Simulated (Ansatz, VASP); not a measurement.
## Hf4Te: VASP beside Ansatz

```
Hf Te
1.0
    -3.22950    3.22950    3.22950
     3.22950   -3.22950    3.22950
     3.22950    3.22950   -3.22950
Hf Te
4 1
Direct
  0.00000 0.00000 0.50000
  0.00000 0.50000 0.00000
  0.50000 0.00000 0.00000
  0.50000 0.50000 0.50000
  0.00000 0.00000 0.00000
```

Change from the starting cell: species swapped into the CrGa4 type (Im-3m, No. 229).

Alike in both runs: functional PBE; k mesh 8 × 8 × 8; occupations gaussian, width 0.1 eV; no spin polarisation.

Ansatz relaxed the structure, and its values are those at the end. VASP's run is a single point on that final structure, the one shown.

|  | VASP | Ansatz |
| --- | --- | --- |
| version | VASP 6.6.1 | Ansatz 0.2.0 |
| potentials or method | VASP PAW PBE potentials, release 64 (Hf_pv, Te), cutoff 520 eV | scalar-relativistic, plane waves, PAW |
| valence electrons in the cell | 46 | 120 |

|  | VASP | Ansatz | Ansatz less VASP |
| --- | --- | --- | --- |
| gap on the k mesh at the Fermi level (eV) | none | none | - |
| pressure (GPa) | -0.2 | 0.0 | +0.22 |

A gap of «none» marks a metal or a gap that the smearing closes. The functional is the same, so the differences come from potentials, cutoffs and numerics. VASP's potentials hold 46 valence electrons a cell and Ansatz's 120, so a difference there can come from the potentials and not from the codes.

Spin-orbit coupling is off throughout.
